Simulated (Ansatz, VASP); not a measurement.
**Be in VASP and in Ansatz**

Contents of INCAR:

```
ALGO = Normal
EDIFF = 1E-8
ENCUT = 520
GGA = PE
GGA_COMPAT = False
ISIF = 2
ISMEAR = -1
IVDW = 12
LASPH = True
LCHARG = False
LEFG = True
LREAL = False
LWAVE = False
NBANDS = 9
NELM = 120
PREC = Accurate
SIGMA = 0.15
```

KPOINTS

```
k-points
0
Gamma
  21 21 12
```

File POSCAR:

```
Be
1.0
    2.2150643472      0.0000000000      0.0000000000
   -1.1075321736      1.9183019957      0.0000000000
    0.0000000000      0.0000000000      3.4983638154
Be
2
Direct
    0.3333333333      0.6666666667      0.2500000000
    0.6666666667      0.3333333333      0.7500000000
```

Input for Ansatz:

```yaml
crystal:
  lattice:
    - [2.2150643472, 0.0, 0.0]
    - [-1.1075321736, 1.9183019957, 0.0]
    - [0.0, 0.0, 3.4983638154]
  atoms:
    - { symbol: Be, position: [0.3333333333, 0.6666666667, 0.25] }
    - { symbol: Be, position: [0.6666666667, 0.3333333333, 0.75] }
basis:
  ecutwfc: 420
kpoints:
  mp_grid: { grid: [21, 21, 12] }
hamiltonian:
  xc: pbe
  dispersion: d3bj
scf:
  occupations: { method: fermi_dirac, width: 0.15 }
output:
  forces: true
  stress: true
  eigenvalues: true
  efg: {}
checkpoint:
  read: start.run
  write: ck
  compress: false
  write_wavefunctions: false
  write_every: 100000
```

Alike in both runs: task electric field gradients; functional PBE; dispersion D3(BJ); k mesh 21 × 21 × 12; occupations fermi-dirac, width 0.15 eV; no spin polarisation.

```csv
,VASP,Ansatz
version,VASP 6.6.1,Ansatz 0.2.0
potentials or method,"VASP PAW PBE potentials, release 64 (Be), cutoff 520 eV","scalar-relativistic, plane waves, PAW"
valence electrons in the cell,4,4
```

Ansatz gave:

| Item | Value |
| --- | --- |
| gap on the k mesh at the Fermi level (eV) | none |
| pressure (GPa) | 0.0 |
| size of Vzz on the site where it differs most (V/Å²) | 0.3 |

Task: Which values does VASP return?

Result: gap on the k mesh at the Fermi level (eV): none; pressure (GPa): 0.2; size of Vzz on the site where it differs most (V/Å²): 0.5.

A gap of «none» marks a metal or a gap that the smearing closes.
